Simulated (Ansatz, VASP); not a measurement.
**One calculation of Ta, two programs**

```
CELL_PARAMETERS angstrom
2.10346 0.00000 0.00000
0.00000 2.10346 0.00000
0.00000 0.00000 2.10346
ATOMIC_POSITIONS crystal
Ta 0.00000 0.00000 0.00000
```

Change from the starting cell: volume scaled by 0.45, PAW files.

Alike in both runs: task single point; functional PBE; k mesh 14 × 14 × 14; occupations fermi-dirac, width 0.08 eV; no spin polarisation.

```csv
,VASP,Ansatz
version,VASP 6.6.1,Ansatz 0.2.0
potentials or method,"VASP PAW PBE potentials, release 64 (Ta_pv)","PAW with Ansatz's default frozen-core files, scalar-relativistic"
plane-wave cutoff (eV),520,420
valence electrons in the cell,11,13
```

Ansatz gave:

```
pressure (GPa) : 569.4
```

Problem. Estimate VASP's values.

Solution. Pressure (GPa): 581.4.

Both programs put the cell under a high pressure, so it lies far from rest at this level. The functional is the same, so the differences come from potentials, cutoffs and numerics. VASP's potentials hold 11 valence electrons a cell and Ansatz's 13, so a difference there can come from the potentials and not from the codes.

Spin-orbit coupling is off throughout. Noted on VASP's run: the cell as given lies far from equilibrium.
